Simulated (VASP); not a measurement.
A run of VASP 6.6.1:

Contents of INCAR:

```
SYSTEM = K3Cd
ALGO = Normal
EDIFF = 1E-6
ENCUT = 520
GGA = PS
ISIF = 2
ISMEAR = -1
LASPH = .TRUE.
LCHARG = .FALSE.
LREAL = .FALSE.
LWAVE = .FALSE.
NBANDS = 28
NELM = 80
PREC = Accurate
SIGMA = 0.05
```

Contents of KPOINTS:

```
k-points
0
G
  4 4 4
  0 0 0
```

POSCAR

```
K3Cd
1.0
    0.0000000000      4.5696415728      4.5696415728
    4.5696415728      0.0000000000      4.5696415728
    4.5696415728      4.5696415728      0.0000000000
K Cd
3 1
Direct
    0.2500000000      0.2500000000      0.2500000000
    0.7500000000      0.7500000000      0.7500000000
    0.5000000000      0.5000000000      0.5000000000
    0.0000000000      0.0000000000      0.0000000000
```

Potentials or basis: VASP PAW PBE potentials, release 64 (K_sv, Cd).

Command:

```bash
$ cat potpaw_PBE.64/K_sv/POTCAR potpaw_PBE.64/Cd/POTCAR > POTCAR
$ mpirun -np 1 vasp_std > vasp.out
```

Hardware: 1 thread of Intel(R) Xeon(R) 6975P-C (Granite Rapids) (shared host).

**Question.** How long does it take, and how much memory?

**Answer.** It took 29 s on 1 thread of Intel(R) Xeon(R) 6975P-C (Granite Rapids), on a shared host, peak memory 0.32 GiB. Counts: scf iterations 13, k points 8.
